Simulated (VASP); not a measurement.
Write the native input for VASP 6.6.1 that does the following.

```yaml
Task: single point
Functional: PBEsol
Potentials_or_basis: VASP PAW PBE potentials, release 64 (Ta_pv, C)
Cutoff: 520 eV
k_mesh: 18 × 18 × 8
Occupations: gaussian, width 0.1 eV
Spin: no spin polarisation
Dipole_correction: no
Further_INCAR_settings: ALGO = Normal; EDIFF = 1e-06; NBANDS = 20
```

The structure of Ta2C lies in POSCAR:

```
Ta2C
1.0
    2.9973616568      0.0000000000      0.0000000000
   -1.4986808284      2.5957913391      0.0000000000
    0.0000000000      0.0000000000      4.7756142600
Ta C
2 1
Direct
    0.3333333333      0.6666666667      0.2576631488
    0.6666666667      0.3333333333      0.7423368512
    0.0000000000      0.0000000000      0.0000000000
```

One way to write it, as run:

INCAR

```
SYSTEM = Ta2C
PREC     = Accurate       ! precision mode
ENCUT    = 520            ! plane-wave cutoff, eV
EDIFF    = 1E-6           ! SCF threshold, eV
ISMEAR   = 0              ! smearing method
SIGMA    = 0.1            ! smearing width, eV
LREAL    = .FALSE.        ! projectors in reciprocal space
LASPH    = .TRUE.         ! aspherical terms in the spheres
NELM     = 60             ! most SCF steps
ALGO     = Normal         ! electronic algorithm
ISIF     = 2              ! what is computed and relaxed
LWAVE    = .FALSE.        ! write WAVECAR
LCHARG   = .FALSE.        ! write CHGCAR
GGA      = PS             ! functional
NBANDS   = 20             ! bands
```

KPOINTS

```
Automatic mesh
0
G
  18 18 8
  0 0 0
```

Potentials or basis: VASP PAW PBE potentials, release 64 (Ta_pv, C).

Run with:

```console
$ cat potpaw_PBE.64/Ta_pv/POTCAR potpaw_PBE.64/C/POTCAR > POTCAR
$ mpirun -np 1 vasp_std > vasp.out
```

It gave:

The pressure is 32.1 GPa. The largest force is 0.061 eV/Å. The band gap on the k mesh is zero (bands 13 and 14 overlap by 0.90 eV).

Caveat: the cell stands under pressure; the PAW data sets were made with another functional, which shifts forces and pressure a little; spin-orbit coupling is left out, which moves the levels of the heavy elements.

It took 5.7 min on 1 thread of Intel Xeon 8259CL, on a shared host, peak memory 0.27 GiB.
